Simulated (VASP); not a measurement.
# Re (Pm-3m) in VASP: single point with LDA

Aim: the single point of Re with LDA.

Program: VASP 6.6.1. These are calculated values, not measurements. Logs are shortened: lines on timing, memory, paths and dates and some standing lists are left out, and cuts for length are marked.

## Step 1: The cell of the first run

The structure is cubic, space group Pm-3m (No. 221). Conventional cell: a = 2.539 Å, b = 2.539 Å, c = 2.539 Å, α = 90.00°, β = 90.00°, γ = 90.00°. Within 3.4 Å of Re (site symmetry m-3m) lie 6 Re at 2.54 Å.

## Step 2: Single point, LDA

Input file INCAR:

```
SYSTEM = Re
PREC = Accurate ; ENCUT = 520
EDIFF = 1E-6 ; ISMEAR = -1
SIGMA = 0.13605693000000002 ; LREAL = .FALSE.
LASPH = .TRUE. ; NELM = 100
ALGO = Normal ; ISIF = 2
LWAVE = .FALSE. ; LCHARG = .TRUE.
LELF = .TRUE. ; LVHAR = .TRUE.
NBANDS = 10
```

Input file KPOINTS:

```
Automatic mesh
0
G
  13 13 13
  0 0 0
```

Input file POSCAR:

```
Re
1.0
    2.5389112245      0.0000000000      0.0000000000
    0.0000000000      2.5389112245      0.0000000000
    0.0000000000      0.0000000000      2.5389112245
Re
1
Direct
    0.0000000000      0.0000000000      0.0000000000
```

Potentials or basis: VASP PAW LDA potentials, release 64 (Re).

Command:

```
$ cat potpaw_LDA.64/Re/POTCAR > POTCAR
$ mpirun -np 1 vasp_std > vasp.out
```

OUTCAR:

```text
SYSTEM = Re
   PREC = Accurate
   ENCUT = 520
   EDIFF = 1E-6
   ISMEAR = -1
   LREAL = .FALSE.
   LASPH = .TRUE.
   NELM = 100
   ISIF = 2

 ion  position               nearest neighbor table
   1  0.000  0.000  0.000-

  LATTYP: Found a simple cubic cell.
 ALAT       =     2.5389112245

  Lattice vectors:

 A1 = (   2.5389112245,   0.0000000000,   0.0000000000)
 A2 = (   0.0000000000,   2.5389112245,   0.0000000000)
 A3 = (   0.0000000000,   0.0000000000,   2.5389112245)

Analysis of symmetry for initial positions (statically):
=====================================================================
 Subroutine PRICEL returns:
 Original cell was already a primitive cell.

 Routine SETGRP: Setting up the symmetry group for a
 simple cubic supercell.

 Subroutine GETGRP returns: Found 48 space group operations
 (whereof 48 operations were pure point group operations)
 out of a pool of 48 trial point group operations.

The static configuration has the point symmetry O_h .

Analysis of symmetry for dynamics (positions and initial velocities):
=====================================================================
 Subroutine PRICEL returns:
 Original cell was already a primitive cell.

 Routine SETGRP: Setting up the symmetry group for a
 simple cubic supercell.

 Subroutine GETGRP returns: Found 48 space group operations
 (whereof 48 operations were pure point group operations)
 out of a pool of 48 trial point group operations.

The dynamic configuration has the point symmetry O_h .

 Subroutine INISYM returns: Found 48 space group operations
 (whereof 48 operations are pure point group operations),
 and found     1 'primitive' translations

----------------------------------------------------------------------------------------

                                     Primitive cell

  volume of cell :      16.3660

  direct lattice vectors                    reciprocal lattice vectors
     2.538911225  0.000000000  0.000000000     0.393869620  0.000000000  0.000000000
     0.000000000  2.538911225  0.000000000     0.000000000  0.393869620  0.000000000
     0.000000000  0.000000000  2.538911225     0.000000000  0.000000000  0.393869620

  length of vectors
     2.538911225  2.538911225  2.538911225     0.393869620  0.393869620  0.393869620

  position of ions in fractional coordinates (direct lattice)
     0.000000000  0.000000000  0.000000000

  ion indices of the primitive-cell ions
   primitive index   ion index
                 1           1

----------------------------------------------------------------------------------------

 KPOINTS: Automatic mesh

Automatic generation of k-mesh.
 Grid dimensions read from file:
 generate k-points for:   13   13   13

 Generating k-lattice:

  Cartesian coordinates                     Fractional coordinates (reciprocal lattice)
     0.030297663  0.000000000  0.000000000     0.076923077  0.000000000  0.000000000
     0.000000000  0.030297663  0.000000000     0.000000000  0.076923077  0.000000000
     0.000000000  0.000000000  0.030297663     0.000000000  0.000000000  0.076923077

  Length of vectors
     0.030297663  0.030297663  0.030297663

  Shift w.r.t. Gamma in fractional coordinates (k-lattice)
     0.000000000  0.000000000  0.000000000

 Subroutine IBZKPT returns following result:
 ===========================================

 Found     84 irreducible k-points:

 Following reciprocal coordinates:
            Coordinates               Weight
  0.000000  0.000000  0.000000      1.000000
  0.076923  0.000000  0.000000      6.000000
  0.153846  0.000000  0.000000      6.000000
  0.230769  0.000000  0.000000      6.000000
  0.307692  0.000000  0.000000      6.000000
  0.384615  0.000000  0.000000      6.000000
[... 16 lines left out ...]
  0.307692  0.307692  0.000000     12.000000
  0.384615  0.307692  0.000000     24.000000
 [... further k-points ...]
   k-points           NKPTS =     84   k-points in BZ     NKDIM =     84   number of bands    NBANDS=     10
   number of dos      NEDOS =    301   number of ions     NIONS =      1
   total plane-waves  NPLWV =   8000
   dimension x,y,z NGX =    20 NGY =   20 NGZ =   20
   dimension x,y,z NGXF=    40 NGYF=   40 NGZF=   40
   ions per type =               1
   NGX,Y,Z   is equivalent  to a cutoff of  13.10, 13.10, 13.10 a.u.
   NGXF,Y,Z  is equivalent  to a cutoff of  26.19, 26.19, 26.19 a.u.
 SYSTEM =  Re
   PREC   = accura    normal or accurate (medium, high low for compatibility)
   ISTART =      0    job   : 0-new  1-cont  2-samecut
   ICHARG =      2    charge: 1-file 2-atom 10-const
   ISPIN  =      1    spin polarized calculation?
   LNONCOLLINEAR =      F non collinear calculations
   LSORBIT =      F    spin-orbit coupling
   LASPH  =      T    aspherical Exc in radial PAW
   ENCUT  =  520.0 eV  38.22 Ry    6.18 a.u.   4.72  4.72  4.72*2*pi/ulx,y,z
   NELM   =    100;   NELMIN=  2; NELMDL= -5     # of ELM steps
   EDIFF  = 0.1E-05   stopping-criterion for ELM
   LREAL  =      F    real-space projection
   EDIFFG = 0.1E-04   stopping-criterion for IOM
   NSW    =      0    number of steps for IOM
   IBRION =     -1    ionic relax: 0-MD 1-quasi-New 2-CG
   NFREE  =      0    steps in history (QN), initial steepest desc. (CG)
   ISIF   =      2    stress and relaxation
   ISYM   =      2    0-nonsym 1-usesym 2-fastsym
   POTIM  = 0.5000    time-step for ionic-motion
   TEBEG  =    0.0;   TEEND  =   0.0 temperature during run
   PSTRESS=    0.0 pullay stress
   NELECT =       7.0000    total number of electrons
   NUPDOWN=      -1.0000    fix difference up-down
   EMIN   =  10.00;   EMAX   =-10.00  energy-range for DOS
   EFERMI =   0.00;   METHOD = LEGACY
   ISMEAR =    -1;   SIGMA  =   0.14  broadening in eV -4-tet -1-fermi 0-gaus
   EFERMI_NEDOS =   21; number of points for ismear=-14 and -15
   IALGO  =     38    algorithm
   IMIX   =      4    mixing-type and parameters
     AMIX     =   0.40;   BMIX     =  1.00
     AMIX_MAG =   1.60;   BMIX_MAG =  1.00
  volume/ion in A,a.u.               =      16.37       110.44
  Fermi-wavevector in a.u.,A,eV,Ry     =   1.233465  2.330910 20.700376  1.521435
  Thomas-Fermi vector in A             =   2.368194
   LORBIT       =      0    0 simple, 1 ext, 2 COOP (PROOUT), +10 PAW based schemes
   GGA     = CA    functional components
   LHFCALC =     F    Hartree Fock is set to
   AEXX    =    0.0000 exact exchange contribution
   IVDW    =     0    specifies the selected vdW correction
   LEPSILON=     F    determine dielectric tensor
   LRPA    =     F    only Hartree local field effects (RPA)
 non-spin polarized calculation
  energy-cutoff  :      520.00
  volume of cell :       16.37
 maximum number of plane-waves:       461
 NGX is ok and might be reduce to    20
   NGX =  9   NGY =  9   NGZ =  9

 number of electron       6.9999998 magnetization

 Free energy of the ion-electron system (eV)
  ---------------------------------------------------
  ext. energy  EPLUGINS =         0.00000000
  ---------------------------------------------------
  free energy    TOTEN  =       -12.39006583 eV

  energy without entropy =      -12.32039145  energy(sigma->0) =      -12.35522864

 E-fermi :   7.0858     XC(G=0): -13.1203

 val. band max:        7.0557717052   @ k =   0.3846   0.3077   0.0000
 cond. band min:       7.1164421189   @ k =   0.3846   0.3846   0.0769
 fundamental gap:      0.0606704137
 Fermi energy:         7.0858140593

 k-point     1 :       0.0000    0.0000    0.0000
  band No.  band energies     occupation
      1      -2.3337      2.00000
      2       1.4616      2.00000
      3       1.4616      2.00000
      4      10.8193      0.00000
      5      10.8193      0.00000
      6      10.8193      0.00000
      7      22.8173      0.00000
      8      22.8173      0.00000
      9      22.8173      0.00000
     10      29.1063      0.00000

 k-point     2 :       0.0769    0.0000    0.0000
  band No.  band energies     occupation
      1      -2.1298      2.00000
      2       1.5121      2.00000
      3       1.6858      2.00000
      4      10.5067      0.00000
      5      10.5067      0.00000
      6      10.8422      0.00000
      7      21.7184      0.00000
      8      23.2499      0.00000
      9      23.2499      0.00000
     10      29.8915      0.00000

 k-point     3 :       0.1538    0.0000    0.0000
  band No.  band energies     occupation
      1      -1.5815      2.00000
      2       1.6549      2.00000
      3       2.3595      2.00000
      4       9.7317      0.00000
      5       9.7317      0.00000
      6      10.9057      0.00000
      7      19.6720      0.00000
      8      24.3660      0.00000
      9      24.3660      0.00000
     10      28.0719      0.00000

 k-point     4 :       0.2308    0.0000    0.0000
  band No.  band energies     occupation
      1      -0.8387      2.00000
      2       1.8645      2.00000
      3       3.4308      2.00000
      4       8.7995      0.00001
      5       8.7995      0.00001
      6      10.9966      0.00000
      7      17.7423      0.00000
      8      25.8167      0.00000
      9      25.8167      0.00000
     10      25.9516      0.00000

 k-point     5 :       0.3077    0.0000    0.0000
  band No.  band energies     occupation
      1      -0.0529      2.00000
      2       2.0986      2.00000
      3       4.6693      2.00000
      4       7.9476      0.00354
      5       7.9476      0.00354
      6      11.0948      0.00000
      7      16.3648      0.00000
      8      24.2479      0.00000
      9      27.3166      0.00000
     10      27.3166      0.00000

 k-point     6 :       0.3846    0.0000    0.0000
  band No.  band energies     occupation
      1       0.6408      2.00000
      2       2.3029      2.00000
      3       5.6507      1.99995
      4       7.3174      0.30833
      5       7.3174      0.30833
      6      11.1775      0.00000
      7      15.8149      0.00000
      8      23.0515      0.00000
      9      28.6456      0.00000
     10      28.6749      0.00000

 k-point     7 :       0.4615    0.0000    0.0000
  band No.  band energies     occupation
      1       1.0722      2.00000
      2       2.4227      2.00000
      3       6.0918      1.99866
      4       6.9856      1.35250
      5       6.9856      1.35249
      6      11.2248      0.00000
      7      15.9152      0.00000
      8      22.4323      0.00000
      9      27.5488      0.00000
     10      29.5075      0.00000

 k-point     8 :       0.0769    0.0769    0.0000
  band No.  band energies     occupation
      1      -1.9241      2.00000
      2       1.6504      2.00000
      3       1.8199      2.00000
      4      10.1788      0.00000
      5      10.4643      0.00000
      6      10.6013      0.00000
      7      21.9069      0.00000
      8      22.3732      0.00000
      9      23.6849      0.00000
     10      29.9707      0.00000

 k-point     9 :       0.1538    0.0769    0.0000
  band No.  band energies     occupation
      1      -1.3731      2.00000
      2       1.8283      2.00000
      3       2.4527      2.00000
      4       9.3772      0.00000
      5       9.7499      0.00000
      6      10.6192      0.00000
      7      20.0601      0.00000
      8      23.1830      0.00000
      9      24.8111      0.00000
     10      28.2857      0.00000
[... 118 lines left out ...]
 k-point    19 :       0.2308    0.2308    0.0000
  band No.  band energies     occupation
      1       0.5420      2.00000
      2       2.9667      2.00000
      3       4.5115      2.00000
      4       6.9258      1.52861
      5       8.8691      0.00000
      6       9.2953      0.00000
      7      19.6309      0.00000
      8      20.5071      0.00000
      9      26.8011      0.00000
     10      29.0442      0.00000

 k-point    20 :       0.3077    0.2308    0.0000
  band No.  band energies     occupation
      1       1.1609      2.00000
      2       3.0561      2.00000
      3       5.1627      2.00000
      4       7.1909      0.63186
      5       8.2193      0.00048
      6       9.2706      0.00000
      7      18.0735      0.00000
      8      21.3857      0.00000
      9      26.1223      0.00000
     10      30.5514      0.00000

 k-point    21 :       0.3846    0.2308    0.0000
  band No.  band energies     occupation
      1       1.7058      2.00000
      2       2.8883      2.00000
      3       5.1084      2.00000
      4       7.6259      0.03705
      5       8.6717      0.00002
      6       9.3760      0.00000
      7      16.7141      0.00000
      8      22.5708      0.00000
      9      25.3078      0.00000
     10      29.4222      0.00000

 k-point    22 :       0.4615    0.2308    0.0000
  band No.  band energies     occupation
      1       2.1436      2.00000
      2       2.5982      2.00000
      3       5.0437      2.00000
      4       7.3071      0.32873
      5       9.4428      0.00000
      6       9.8848      0.00000
      7      15.9321      0.00000
      8      23.8756      0.00000
      9      24.7306      0.00000
     10      26.9181      0.00000

 k-point    23 :       0.3077    0.3077    0.0000
  band No.  band energies     occupation
      1       1.5372      2.00000
      2       2.7370      2.00000
      3       6.6257      1.93427
      4       7.4232      0.15460
      5       8.2607      0.00036
      6       8.5858      0.00003
      7      17.9467      0.00000
      8      20.6280      0.00000
      9      26.0342      0.00000
     10      31.4666      0.00000

 k-point    24 :       0.3846    0.3077    0.0000
  band No.  band energies     occupation
      1       1.6219      2.00000
      2       2.5565      2.00000
      3       7.0558      1.10996
      4       7.7987      0.01055
      5       8.5836      0.00003
      6       9.1037      0.00000
      7      16.7740      0.00000
      8      21.3508      0.00000
      9      25.3222      0.00000
     10      29.5045      0.00000

 [... further k-points ...]
[... 5 lines left out ...]
  --------------------------------------------------------------------------------------
  -------------------------------------------------------------------------------------
  Total        0.0343664      0.0343664      0.0343664      0.0000000     -0.0000000      0.0000000
  in kB        3.3643527      3.3643527      3.3643527      0.0000000     -0.0000000      0.0000000
  external PRESSURE =       3.3643527 kB  Pullay stress =       0.0000000 kB

 VOLUME and BASIS-vectors are now :
 -----------------------------------------------------------------------------
  energy-cutoff  :      520.00
  volume of cell :       16.37
      direct lattice vectors                 reciprocal lattice vectors
     2.538911225  0.000000000  0.000000000     0.393869620  0.000000000  0.000000000
     0.000000000  2.538911225  0.000000000     0.000000000  0.393869620  0.000000000
     0.000000000  0.000000000  2.538911225     0.000000000  0.000000000  0.393869620

 POSITION                                       TOTAL-FORCE (eV/Angst)
 -----------------------------------------------------------------------------------
      0.00000      0.00000      0.00000         0.000000      0.000000      0.000000
 -----------------------------------------------------------------------------------
    total drift:                               -0.000000      0.000000     -0.000000

  FREE ENERGIE OF THE ION-ELECTRON SYSTEM (eV)
  ---------------------------------------------------
  free  energy   TOTEN  =       -12.3900658333 eV

  energy  without entropy=      -12.3203914476  energy(sigma->0) =      -12.35522864
```

Run time: 22 s. Hardware: 1 thread of AMD EPYC 7R13, shared host; peak memory 0.1 GiB.

Results:

| Item | Value |
| --- | --- |
| Free energy | -12.3901 eV |
| Pressure | 0.3 GPa |

Caveat: spin-orbit coupling is left out, which moves the levels of the heavy elements.
